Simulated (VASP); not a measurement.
# SiC (P6_3mc) in VASP: a series of runs, part 2 of 3

VASP 6.6.1. The steps go on from the part before.

## Step 3: Single point, r2SCAN (strain along c alone, the other axes held: -6.0 %, then relaxed in part)

POSCAR

```
SiC
1.0
    3.0752975751      0.0000000000      0.0000000000
   -1.5376487876      2.6632858243      0.0000000000
    0.0000000000      0.0000000000      4.7454405405
Si C
2 2
Direct
    0.3333333333      0.6666666667      0.4951412011
    0.6666666667      0.3333333333      0.9951412011
    0.3333333333      0.6666666667      0.8798587989
    0.6666666667      0.3333333333      0.3798587989
```

INCAR.step1

```
SYSTEM = SiC
ALGO = Normal ; EDIFF = 1E-4
ENCUT = 520 ; GGA = PE
ISMEAR = 0 ; LASPH = .TRUE.
LCHARG = .FALSE. ; LREAL = .FALSE.
LWAVE = .TRUE. ; NBANDS = 16
NELM = 100 ; PREC = Accurate
SIGMA = 0.02
```

INCAR.step2

```
SYSTEM = SiC
ALGO = Normal ; EDIFF = 1E-6
ENCUT = 520 ; ISIF = 2
ISMEAR = 0 ; ISTART = 1
LASPH = .TRUE. ; LCHARG = .FALSE.
LMIXTAU = .TRUE. ; LREAL = .FALSE.
LWAVE = .FALSE. ; METAGGA = R2SCAN
NBANDS = 16 ; NELM = 100
PREC = Accurate ; SIGMA = 0.02
```

KPOINTS

```
k-points
0
G
  12 12 6
  0 0 0
```

Potentials or basis: VASP PAW PBE potentials, release 64 (Si, C).

Launch:

```
$ cat potpaw_PBE.64/Si/POTCAR potpaw_PBE.64/C/POTCAR > POTCAR
$ cp INCAR.step1 INCAR
$ mpirun -np 1 vasp_std > vasp.out
$ cp INCAR.step2 INCAR
$ mpirun -np 1 vasp_std > vasp.out
```

OUTCAR:

```text
SYSTEM = SiC
   EDIFF = 1E-6
   ENCUT = 520
   ISIF = 2
   ISMEAR = 0
   ISTART = 1
   LASPH = .TRUE.
   LREAL = .FALSE.
   METAGGA = R2SCAN
   NELM = 100
   PREC = Accurate

 ion  position               nearest neighbor table
   1  0.333  0.667  0.495-   3 1.83   4 1.86   4 1.86   4 1.86   2 2.96   2 2.96   2 2.96   2 2.96
                             2 2.96   2 2.96
   2  0.667  0.333  0.995-   4 1.83   3 1.86   3 1.86   3 1.86   1 2.96   1 2.96   1 2.96   1 2.96
                             1 2.96   1 2.96
   3  0.333  0.667  0.880-   1 1.83   2 1.86   2 1.86   2 1.86
   4  0.667  0.333  0.380-   2 1.83   1 1.86   1 1.86   1 1.86

  LATTYP: Found a hexagonal cell.
 ALAT       =     3.0752975751
 C/A-ratio  =     1.5430833682

  Lattice vectors:

 A1 = (   3.0752975751,   0.0000000000,   0.0000000000)
 A2 = (  -1.5376487876,   2.6632858243,   0.0000000000)
 A3 = (   0.0000000000,   0.0000000000,   4.7454405405)

Analysis of symmetry for initial positions (statically):
=====================================================================
 Subroutine PRICEL returns:
 Original cell was already a primitive cell.

 Routine SETGRP: Setting up the symmetry group for a
 hexagonal supercell.

 Subroutine GETGRP returns: Found 12 space group operations
 (whereof  6 operations were pure point group operations)
 out of a pool of 24 trial point group operations.

The static configuration has the point symmetry C_3v.
 The point group associated with its full space group is C_6v.

Analysis of symmetry for dynamics (positions and initial velocities):
=====================================================================
 Subroutine PRICEL returns:
 Original cell was already a primitive cell.

 Routine SETGRP: Setting up the symmetry group for a
 hexagonal supercell.

 Subroutine GETGRP returns: Found 12 space group operations
 (whereof  6 operations were pure point group operations)
 out of a pool of 24 trial point group operations.

The dynamic configuration has the point symmetry C_3v.
 The point group associated with its full space group is C_6v.

 Subroutine INISYM returns: Found 12 space group operations
 (whereof  6 operations are pure point group operations),
 and found     1 'primitive' translations

----------------------------------------------------------------------------------------

                                     Primitive cell

  volume of cell :      38.8670

  direct lattice vectors                    reciprocal lattice vectors
     3.075297575  0.000000000  0.000000000     0.325171784  0.187738017  0.000000000
    -1.537648788  2.663285824  0.000000000     0.000000000  0.375476034  0.000000000
     0.000000000  0.000000000  4.745440540     0.000000000  0.000000000  0.210728591

  length of vectors
     3.075297575  3.075297575  4.745440540     0.375476034  0.375476034  0.210728591

  position of ions in fractional coordinates (direct lattice)
     0.333333333  0.666666667  0.495141201
     0.666666667  0.333333333  0.995141201
     0.333333333  0.666666667  0.879858799
     0.666666667  0.333333333  0.379858799

  ion indices of the primitive-cell ions
   primitive index   ion index
                 1           1
                 2           2
                 3           3
                 4           4

[... 25 lines left out ...]

 Following reciprocal coordinates:
            Coordinates               Weight
  0.000000  0.000000  0.000000      1.000000
  0.083333 -0.000000  0.000000      6.000000
  0.166667  0.000000  0.000000      6.000000
  0.250000  0.000000  0.000000      6.000000
  0.333333 -0.000000  0.000000      6.000000
  0.416667  0.000000  0.000000      6.000000
[... 16 lines left out ...]
  0.250000  0.000000  0.166667     12.000000
  0.333333 -0.000000  0.166667     12.000000
 [... further k-points ...]
   k-points           NKPTS =     76   k-points in BZ     NKDIM =     76   number of bands    NBANDS=     16
   number of dos      NEDOS =    301   number of ions     NIONS =      4
   total plane-waves  NPLWV =  20736
   dimension x,y,z NGX =    24 NGY =   24 NGZ =   36
   dimension x,y,z NGXF=    48 NGYF=   48 NGZF=   72
   ions per type =               2   2
   NGX,Y,Z   is equivalent  to a cutoff of  12.97, 12.97, 12.61 a.u.
   NGXF,Y,Z  is equivalent  to a cutoff of  25.95, 25.95, 25.22 a.u.
 SYSTEM =  SiC
   PREC   = accura    normal or accurate (medium, high low for compatibility)
   ISTART =      1    job   : 0-new  1-cont  2-samecut
   ICHARG =      0    charge: 1-file 2-atom 10-const
   ISPIN  =      1    spin polarized calculation?
   LNONCOLLINEAR =      F non collinear calculations
   LSORBIT =      F    spin-orbit coupling
   LASPH  =      T    aspherical Exc in radial PAW
   ENCUT  =  520.0 eV  38.22 Ry    6.18 a.u.   5.72  5.72  8.82*2*pi/ulx,y,z
   NELM   =    100;   NELMIN=  2; NELMDL=  0     # of ELM steps
   EDIFF  = 0.1E-05   stopping-criterion for ELM
   LREAL  =      F    real-space projection
   EDIFFG = 0.1E-04   stopping-criterion for IOM
   NSW    =      0    number of steps for IOM
   IBRION =     -1    ionic relax: 0-MD 1-quasi-New 2-CG
   NFREE  =      0    steps in history (QN), initial steepest desc. (CG)
   ISIF   =      2    stress and relaxation
   ISYM   =      2    0-nonsym 1-usesym 2-fastsym
   POTIM  = 0.5000    time-step for ionic-motion
   TEBEG  =    0.0;   TEEND  =   0.0 temperature during run
   PSTRESS=    0.0 pullay stress
   NELECT =      16.0000    total number of electrons
   NUPDOWN=      -1.0000    fix difference up-down
   EMIN   =  10.00;   EMAX   =-10.00  energy-range for DOS
   EFERMI =   0.00;   METHOD = LEGACY
   ISMEAR =     0;   SIGMA  =   0.02  broadening in eV -4-tet -1-fermi 0-gaus
   EFERMI_NEDOS =   21; number of points for ismear=-14 and -15
   IALGO  =     38    algorithm
   IMIX   =      4    mixing-type and parameters
     AMIX     =   0.40;   BMIX     =  1.00
     AMIX_MAG =   1.60;   BMIX_MAG =  1.00
  volume/ion in A,a.u.               =       9.72        65.57
  Fermi-wavevector in a.u.,A,eV,Ry     =   1.217833  2.301370 20.179029  1.483117
  Thomas-Fermi vector in A             =   2.353140
   LORBIT       =      0    0 simple, 1 ext, 2 COOP (PROOUT), +10 PAW based schemes
   METAGGA = R2SCAN    functional components
   LHFCALC =     F    Hartree Fock is set to
   AEXX    =    0.0000 exact exchange contribution
   IVDW    =     0    specifies the selected vdW correction
   LEPSILON=     F    determine dielectric tensor
   LRPA    =     F    only Hartree local field effects (RPA)
 non-spin polarized calculation
 Gauss-broadening in eV      SIGMA  =   0.02
  energy-cutoff  :      520.00
  volume of cell :       38.87
 maximum number of plane-waves:      1085
 NGX is ok and might be reduce to    24
   NGX = 11   NGY = 11   NGZ = 17

 number of electron      16.0000000 magnetization

 Free energy of the ion-electron system (eV)
  ---------------------------------------------------
  ext. energy  EPLUGINS =         0.00000000
  ---------------------------------------------------
  free energy    TOTEN  =       -38.35244479 eV

  energy without entropy =      -38.35244479  energy(sigma->0) =      -38.35244479

 E-fermi :   9.3903     XC(G=0): -12.2054

 val. band max:        9.2520572822   @ k =   0.0000   0.0000   0.0000
 cond. band min:      11.6857631497   @ k =   0.5000   0.0000   0.0000
 fundamental gap:      2.4337058675
 Fermi energy:         9.3902554663

 k-point     1 :       0.0000    0.0000    0.0000
  band No.  band energies     occupation
      1      -8.0116      2.00000
      2      -3.6428      2.00000
      3      -0.2272      2.00000
      4       6.9592      2.00000
      5       6.9592      2.00000
      6       8.6979      2.00000
[... 433 lines left out ...]
      3       0.9786      2.00000
      4       2.9666      2.00000
      5       3.8464      2.00000
      6       5.3692      2.00000
[... 8 lines left out ...]
     15      21.8178      0.00000
     16      22.2265      0.00000

 [... further k-points ...]
[... 5 lines left out ...]
  --------------------------------------------------------------------------------------
  -------------------------------------------------------------------------------------
  Total        1.0081948      1.0081948      9.1996517     -0.0000000      0.0000000      0.0000000
  in kB       41.5598127     41.5598127    379.2280980     -0.0000000      0.0000000      0.0000000
  external PRESSURE =     154.1159078 kB  Pullay stress =       0.0000000 kB

 VOLUME and BASIS-vectors are now :
 -----------------------------------------------------------------------------
  energy-cutoff  :      520.00
  volume of cell :       38.87
      direct lattice vectors                 reciprocal lattice vectors
     3.075297575  0.000000000  0.000000000     0.325171784  0.187738017  0.000000000
    -1.537648788  2.663285824  0.000000000     0.000000000  0.375476034  0.000000000
     0.000000000  0.000000000  4.745440540     0.000000000  0.000000000  0.210728591

 POSITION                                       TOTAL-FORCE (eV/Angst)
 -----------------------------------------------------------------------------------
     -0.00000      1.77552      2.34966         0.000000      0.000000      0.005032
      1.53765      0.88776      4.72238        -0.000000     -0.000000      0.005032
     -0.00000      1.77552      4.17532        -0.000000     -0.000000     -0.005032
      1.53765      0.88776      1.80260        -0.000000     -0.000000     -0.005032
 -----------------------------------------------------------------------------------
    total drift:                                0.000000      0.000000     -0.000667

  FREE ENERGIE OF THE ION-ELECTRON SYSTEM (eV)
  ---------------------------------------------------
  free  energy   TOTEN  =       -38.3524447868 eV

  energy  without entropy=      -38.3524447868  energy(sigma->0) =      -38.35244479
```

Run time: 2 min. Hardware: 1 thread of Intel Xeon Platinum 8259CL at 2.50GHz (Skylake/Cascade Lake), shared host; peak memory 0.18 GiB.

Results:

```
Free energy            : -38.3524 eV
Pressure               : 15.4 GPa
Largest force          : 0.005 eV/Å
Band gap on the k mesh : 2.43 eV (least direct gap 4.08 eV)
```

Forces on the atoms (eV/Å):
```
Si   0.000  0.000  0.005
Si   0.000  0.000  0.005
C    0.000  0.000 -0.005
C    0.000  0.000 -0.005
```

Stress tensor (GPa, compression positive):
```
 4.16  0.00  0.00
 0.00  4.16  0.00
 0.00  0.00 37.92
```

Caveat: the cell differs from its parent crystal (strain along c alone, the other axes held: -6.0 %, then relaxed in part); the stress differs along the axes, from 4 to 38 GPa; the PAW data sets were made with another functional, which shifts forces and pressure a little. A k mesh can miss the band edges.

(Part 2 of 3 ends here.)
